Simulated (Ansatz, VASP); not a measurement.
## One calculation of LaP, two programs

```xyz
2
Lattice="0.0301 3.0276 3.0276 3.0276 0.0301 3.0276 3.0276 3.0276 0.0301" Properties=species:S:1:pos:R:3 pbc="T T T"
La    0.0000    0.0000    0.0000
P     3.0426    3.0426    3.0426
```

Change from the starting cell: equal xy, yz and zx shear strains of +1 %.

Alike in both runs: task single point; functional LDA; k mesh 10 × 10 × 10; occupations fermi-dirac, width 0.03 eV; no spin polarisation.

```csv
,VASP,Ansatz
version,VASP 6.6.1,Ansatz 0.2.0
potentials or method,"VASP PAW LDA potentials, release 64 (La, P), cutoff 520 eV","all-electron LAPW, scalar-relativistic"
```

```csv
,VASP,Ansatz,Ansatz less VASP
pressure (GPa),-3.3,-3.2,+0.05
"traceless stress, the component that is largest in VASP (GPa)",-0.34,-0.34,-0.001
```

LDA's correlation is that of Perdew and Zunger in VASP and of Perdew and Wang (1992) in Ansatz. Ansatz ran all-electron here, and VASP with PAW potentials.

Neither program's run includes spin-orbit coupling.
